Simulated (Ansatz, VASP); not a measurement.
NaF: VASP beside Ansatz

```
CELL_PARAMETERS angstrom
0.00000 2.35050 2.35050
2.35050 0.00000 2.35050
2.35050 2.35050 0.00000
ATOMIC_POSITIONS crystal
Na 0.50000 0.50000 0.50000
F 0.00000 0.00000 0.00000
```

Alike in both runs: task single point; functional LDA; k mesh 8 × 8 × 8; occupations gaussian, width 0.02 eV; no spin polarisation.

|  | VASP | Ansatz |
| --- | --- | --- |
| version | VASP 6.6.1 | Ansatz 0.2.0 |
| potentials or method | VASP PAW LDA potentials, release 64 (Na_pv, F), cutoff 600 eV | scalar-relativistic, plane waves, PAW |
| valence electrons in the cell | 14 | 16 |

```csv
,VASP,Ansatz,Ansatz less VASP
gap on the k mesh at the Fermi level (eV),5.74,5.76,+0.019
pressure (GPa),-6.1,-5.8,+0.22
```

LDA's correlation is that of Perdew and Zunger in VASP and of Perdew and Wang (1992) in Ansatz. VASP's potentials hold 14 valence electrons a cell and Ansatz's 16, so a difference there can come from the potentials and not from the codes.
